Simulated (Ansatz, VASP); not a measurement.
**Li3H2 in VASP and in Ansatz**

Contents of INCAR:

```
SYSTEM = Li3H2
  ALGO = Normal
  EDIFF = 1E-6
  EDIFFG = -0.01
  ENCUT = 600
  GGA = PE
  IBRION = 2
  ISIF = 3
  ISMEAR = 0
  LASPH = .True.
  LCHARG = .False.
  LREAL = .False.
  LWAVE = .False.
  NELM = 60
  NSW = 100
  PREC = Accurate
  SIGMA = 0.1
```

File KPOINTS:

```
k-points
0
Gamma
  12 12 4
  0 0 0
```

Contents of POSCAR:

```
Li3H2
1.0
    2.4460548075     -1.4201137812      0.0000000000
    2.4460548075      1.4201137812      0.0000000000
   -0.0577359059      0.0000000000      7.3018904972
Li H
3 2
Direct
    0.0000000000      0.0000000000      0.5000000000
    0.3307865366      0.3307865366      0.1794376776
    0.6692134634      0.6692134634      0.8205623224
    0.6651070113      0.6651070113      0.3366529508
    0.3348929887      0.3348929887      0.6633470492
```

Input for Ansatz:

```yaml
crystal:
  lattice:
    - [2.4460548075, -1.4201137812, 0.0]
    - [2.4460548075, 1.4201137812, 0.0]
    - [-0.0577359059, 0.0, 7.3018904972]
  atoms:
    - { symbol: Li, position: [0.0, 0.0, 0.5] }
    - { symbol: Li, position: [0.3307865366, 0.3307865366, 0.1794376776] }
    - { symbol: Li, position: [0.6692134634, 0.6692134634, 0.8205623224] }
    - { symbol: H, position: [0.6651070113, 0.6651070113, 0.3366529508] }
    - { symbol: H, position: [0.3348929887, 0.3348929887, 0.6633470492] }
basis:
  ecutwfc: 420
kpoints:
  mp_grid: { grid: [12, 12, 4] }
hamiltonian:
  xc: pbe
scf:
  occupations: { method: gaussian, width: 0.1 }
output:
  forces: true
  stress: true
  eigenvalues: true
relax:
  adjacent_minimum: "off"
  f_tol: 0.01
  max_steps: 80
  cell: { stress_tol: 0.05 }
```

Change from the starting cell: the structure that the rattled cell fell into.

Alike in both runs: task relaxation of cell and atoms; functional PBE; k mesh 12 × 12 × 4; occupations gaussian, width 0.1 eV; no spin polarisation.

```csv
,VASP,Ansatz
version,VASP 6.6.1,Ansatz 0.2.0
potentials or method,"VASP PAW PBE potentials, release 64 (Li_sv, H), cutoff 600 eV","scalar-relativistic, plane waves, PAW"
valence electrons in the cell,11,11
```

|  | VASP | Ansatz | Ansatz less VASP |
| --- | --- | --- | --- |
| gap on the k mesh at the Fermi level, each at its own relaxed structure (eV) | none | none | - |
| relaxed volume (Å³/atom) | 10.08 | 10.15 | +0.071 |
| relaxed cell length with the largest relative difference (Å) | 2.823 | 2.831 | +0.0077 |

A gap of «none» marks a metal or a gap that the smearing closes.

Noted on VASP's run: the cutoff is short for stress, so the pressure is rough.
